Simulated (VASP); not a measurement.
## TaN: single point with r2SCAN

TaN:

```xyz
2
Lattice="0.0000 2.1790 2.1790 2.1790 0.0000 2.1790 2.1790 2.1790 0.0000" Properties=species:S:1:pos:R:3 pbc="T T T"
Ta    2.1790    2.1790    2.1790
N     0.0000    0.0000    0.0500
```

This cell differs from its parent crystal: all N atoms moved -0.050 Å, as atom 2 towards its neighbour atom 1 (Ta) at 2.179 Å.

```
Program             : VASP 6.6.1
Task                : single point
Functional          : r2SCAN
Potentials or basis : VASP PAW PBE potentials, release 64 (Ta_pv, N)
Cutoff              : 520 eV
k mesh              : 18 × 18 × 18
Occupations         : gaussian, width 0.15 eV
Spin                : no spin polarisation
```

```
Pressure               : 12.4 GPa
Largest force          : 0.432 eV/Å
Band gap on the k mesh : zero (band 8 reaches 11.92 eV, above the bottom of band 9 at 7.77 eV)
```

Forces in eV/Å, atoms in the order of the input:
```
Ta   0.000  0.000  0.432
N    0.000  0.000 -0.432
```

Stress tensor (GPa, compression positive):
```
11.92  0.00  0.00
 0.00 11.92  0.00
 0.00  0.00 13.30
```

Levels at points of the mesh, in eV from the Fermi level:
```csv
k point,band 4,band 5,band 6,band 7,band 8,band 9,band 10,band 11,band 12,band 13
"(0.00, 0.00, 0.00)",-20.25,-4.31,-4.31,-4.30,-2.25,-2.17,-2.17,0.13,0.22,2.01
"(0.50, 0.00, 0.00)",-17.08,-11.07,-8.21,-8.21,1.99,2.01,2.15,4.16,8.07,8.16
"(0.50, 0.50, 0.00)",-19.02,-7.15,-5.82,-5.08,-5.08,2.30,3.70,3.70,4.96,7.57
"(0.00, 0.50, 0.50)",-19.02,-7.16,-6.01,-5.09,-4.88,2.32,3.70,3.70,4.99,7.70
```

Wall time 5.8 min on 1 thread of AMD EPYC 9R45 96-Core Processor (Zen 5), with other jobs on the host, peak memory 0.24 GiB.

Caveat: the cell differs from its parent crystal (all N atoms moved -0.050 Å, as atom 2 towards its neighbour atom 1 (Ta) at 2.179 Å); the PAW data sets were made with another functional, which shifts forces and pressure a little; spin-orbit coupling is left out, which moves the levels of the heavy elements.
